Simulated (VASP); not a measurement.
Here is a VASP 6.6.1 calculation.

Contents of INCAR:

```
SYSTEM = TiO2
ALGO = Normal
EDIFF = 1E-6
ENCUT = 520
GGA = PE
ISIF = 2
ISMEAR = 0
LASPH = .TRUE.
LCHARG = .FALSE.
LREAL = .FALSE.
LWAVE = .FALSE.
NBANDS = 33
NELM = 100
PREC = Accurate
SIGMA = 0.05
```

KPOINTS

```
k-points
0
G
  6 6 10
  0 0 0
```

Contents of POSCAR:

```
TiO2
1.0
    4.6048595979      0.0000000000      0.0000000000
    0.0000000000      4.6048595979      0.0000000000
    0.0000000000      0.0000000000      2.9392636202
Ti O
2 4
Direct
    0.0000000000      0.0000000000      0.0000000000
    0.5000000000      0.5000000000      0.5000000000
    0.3050970583      0.3050970583      0.0000000000
    0.1949029417      0.8050970583      0.5000000000
    0.6949029417      0.6949029417      0.0000000000
    0.8050970583      0.1949029417      0.5000000000
```

Potentials or basis: VASP PAW PBE potentials, release 64 (Ti_sv, O).

Launch:

```bash
$ cat potpaw_PBE.64/Ti_sv/POTCAR potpaw_PBE.64/O/POTCAR > POTCAR
$ mpirun -np 1 vasp_std > vasp.out
```

Task: What does it give for the largest force?

Result: 0.160 eV/Å.

Task: Predict the band gap on the k mesh.

Result: 1.90 eV.

Task: Estimate the pressure.

Result: 6.6 GPa.

Forces in eV/Å, atoms in the order of the input:
```
Ti   0.000  0.000  0.000
Ti   0.000  0.000  0.000
O   -0.113 -0.113  0.000
O    0.113 -0.113  0.000
O    0.113  0.113  0.000
O   -0.113  0.113  0.000
```

Caveat: the cell differs from its parent crystal (atoms displaced along a vibrational mode, the cell strained); the cell stands under pressure. A k mesh can miss the band edges.
